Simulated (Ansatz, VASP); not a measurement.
# One calculation of AlCu3, two programs

```xyz
8
Lattice="4.1725 0.0000 0.0000 0.0000 5.1070 0.0000 0.0000 0.0000 4.5117" Properties=species:S:1:pos:R:3 pbc="T T T"
Al    0.0000    0.0000    2.9827
Al    2.0863    2.5535    1.5290
Cu    0.0000    2.5535    2.9898
Cu    2.0863    0.0000    1.5219
Cu    0.0000    1.2816    0.7222
Cu    0.0000    3.8255    0.7222
Cu    2.0863    1.2720    3.7895
Cu    2.0863    3.8351    3.7895
```

Alike in both runs: task single point; functional PBEsol; k mesh 10 × 8 × 10; occupations gaussian, width 0.05 eV; no spin polarisation.

|  | VASP | Ansatz |
| --- | --- | --- |
| version | VASP 6.6.1 | Ansatz 0.2.0 |
| potentials or method | VASP PAW PBE potentials, release 64 (Al, Cu), cutoff 520 eV | scalar-relativistic, plane waves, PAW |
| valence electrons in the cell | 72 | 120 |

|  | VASP | Ansatz | Ansatz less VASP |
| --- | --- | --- | --- |
| pressure (GPa) | -0.4 | -0.9 | -0.50 |
| traceless stress, the component that is largest in VASP (GPa) | -0.87 | -0.86 | +0.012 |
| rms of the force components (eV/Å) | 0.030 | 0.031 | +0.0006 |

VASP's potentials were made for PBE, not for PBEsol. Atom by atom the forces differ by 0.001 eV/Å (rms over components). The functional is the same, so the differences come from potentials, cutoffs and numerics. VASP's potentials hold 72 valence electrons a cell and Ansatz's 120, so a difference there can come from the potentials and not from the codes.
